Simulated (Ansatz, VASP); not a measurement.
**Two plane-wave programs on WSe2**

```xyz
3
Lattice="3.2820 0.0000 0.0000 -1.6410 2.8423 0.0000 0.0000 0.0000 18.0000" Properties=species:S:1:pos:R:3 pbc="T T T"
W     0.0000    0.0000    9.0000
Se    0.0000    1.8949   10.6681
Se    0.0000    1.8949    7.3319
```

Alike in both runs: functional PBEsol; k mesh 12 × 12 × 1; occupations gaussian, width 0.05 eV; no spin polarisation.

Ansatz relaxed the structure, and its values are those at the end. VASP's run is a single point on that final structure, the one shown.

|  | VASP | Ansatz |
| --- | --- | --- |
| version | VASP 6.6.1 | Ansatz 0.2.0 |
| potentials or method | VASP PAW PBE potentials, release 64 (W_sv, Se) | scalar-relativistic, plane waves, PAW |
| plane-wave cutoff (eV) | 520 | 420 |
| valence electrons in the cell | 26 | 46 |

|  | VASP | Ansatz | Ansatz less VASP |
| --- | --- | --- | --- |
| rms of the force components (eV/Å) | 0.030 | 0.001 | -0.0286 |

VASP's potentials were made for PBE, not for PBEsol. VASP's potentials hold 26 valence electrons a cell and Ansatz's 46, so a difference there can come from the potentials and not from the codes. Ansatz's warnings: structure snapped to symmetry.

Spin-orbit coupling is off throughout.
